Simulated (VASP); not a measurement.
**Ge5As: single point with PBE**

The system is Ge5As.

```
Ge As
1.0
     5.93260    0.00000    0.00000
    -2.96630    5.13778    0.00000
     0.00000    0.00000    4.83056
Ge As
5 1
Direct
  0.33333 0.66667 0.50000
  0.66667 0.33333 0.50000
  0.50000 0.00000 0.50000
  0.00000 0.50000 0.50000
  0.50000 0.50000 0.50000
  0.00000 0.00000 0.50000
```

```json
{
  "Program": "VASP 6.6.1",
  "Task": "single point",
  "Functional": "PBE",
  "Potentials or basis": "VASP PAW PBE potentials, release 64 (Ge_d, As)",
  "Cutoff": "520 eV",
  "k mesh": "3 × 3 × 4",
  "Occupations": "gaussian, width 0.1 eV",
  "Spin": "no spin polarisation"
}
```

The pressure is 107.9 GPa.

Stress tensor (GPa, compression positive):
```
162.75   0.00   0.00
  0.00 162.75   0.00
  0.00   0.00  -1.82
```

Levels at points of the mesh, in eV from the Fermi level:
```
           k point  band 35  band 36  band 37  band 38  band 39  band 40  band 41  band 42
(0.00, 0.00, 0.00)    -0.89    -0.57     0.45     0.47     0.47     2.17     3.38     4.98
(0.00, 0.00, 0.50)    -0.84    -0.84    -0.28    -0.21    -0.21     3.42     4.29     4.29
```

It took 65 s on 1 thread of Intel(R) Xeon(R) Platinum 8488C (Sapphire Rapids), with other jobs on the host, peak memory 0.28 GiB.

Caveat: the k points lie up to 0.41 Å⁻¹ apart.
